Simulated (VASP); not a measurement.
A run of VASP 6.6.1 is set up as follows.

The input POSCAR:

```
ZnO
1.0
    3.2794860193      0.0000000000      0.0000000000
   -1.6397430096      2.8401182040      0.0000000000
    0.0000000000      0.0000000000      5.2932739949
Zn O
2 2
Direct
    0.3333333333      0.6666666667      0.4999685892
    0.6666666667      0.3333333333     -0.0000314108
    0.6666666667      0.3333333333      0.3790414108
    0.3333333333      0.6666666667      0.8790414108
```

INCAR.step1

```
SYSTEM = ZnO
PREC     = Accurate       ! precision mode
ENCUT    = 520            ! plane-wave cutoff, eV
EDIFF    = 1E-5           ! SCF threshold, eV
ISMEAR   = 0              ! smearing method
SIGMA    = 0.01           ! smearing width, eV
LREAL    = .False.        ! projectors in reciprocal space
LASPH    = .True.         ! aspherical terms in the spheres
NELM     = 120            ! most SCF steps
ALGO     = Normal         ! electronic algorithm
ISIF     = 2              ! what is computed and relaxed
LWAVE    = .True.         ! write WAVECAR
LCHARG   = .False.        ! write CHGCAR
NBANDS   = 26             ! bands
GGA      = PE             ! functional
GGA_COMPAT= .False.      
KPAR     = 4
```

INCAR.step2

```
SYSTEM = ZnO
PREC     = Accurate       ! precision mode
ENCUT    = 520            ! plane-wave cutoff, eV
EDIFF    = 1E-6           ! SCF threshold, eV
ISMEAR   = 0              ! smearing method
SIGMA    = 0.01           ! smearing width, eV
LREAL    = .False.        ! projectors in reciprocal space
LASPH    = .True.         ! aspherical terms in the spheres
NELM     = 120            ! most SCF steps
ALGO     = Normal         ! electronic algorithm
ISIF     = 2              ! what is computed and relaxed
LWAVE    = .False.        ! write WAVECAR
LCHARG   = .False.        ! write CHGCAR
GGA      = PE             ! functional
LHFCALC  = .True.         ! exact exchange
HFSCREEN = 0.2079         ! screening, 1/A
PRECFOCK = Normal       
NBANDS   = 26             ! bands
ISTART   = 1            
GGA_COMPAT= .False.      
KPAR     = 4
```

KPOINTS

```
Automatic mesh
0
Gamma
  6 6 4
  0 0 0
```

Potentials or basis: VASP PAW PBE potentials, release 64 (Zn, O).

Launch:

```bash
$ cat potpaw_PBE.64/Zn/POTCAR potpaw_PBE.64/O/POTCAR > POTCAR
$ cp INCAR.step1 INCAR
$ mpirun -np 4 vasp_std > vasp.out
$ cp INCAR.step2 INCAR
$ mpirun -np 4 vasp_std > vasp.out
```

Question: What does it give for the pressure?

Answer: -3.3 GPa.

Question: What does it give for the band gap on the k mesh?

Answer: 2.39 eV.

Question: What does it give for the largest force?

Answer: 0.011 eV/Å.

Forces on the atoms (eV/Å):
```
Zn   0.000  0.000 -0.011
Zn   0.000  0.000 -0.011
O    0.000  0.000  0.011
O    0.000  0.000  0.011
```

Caveat: the cell stands under tension; the PAW data sets were made with another functional, which shifts forces and pressure a little.
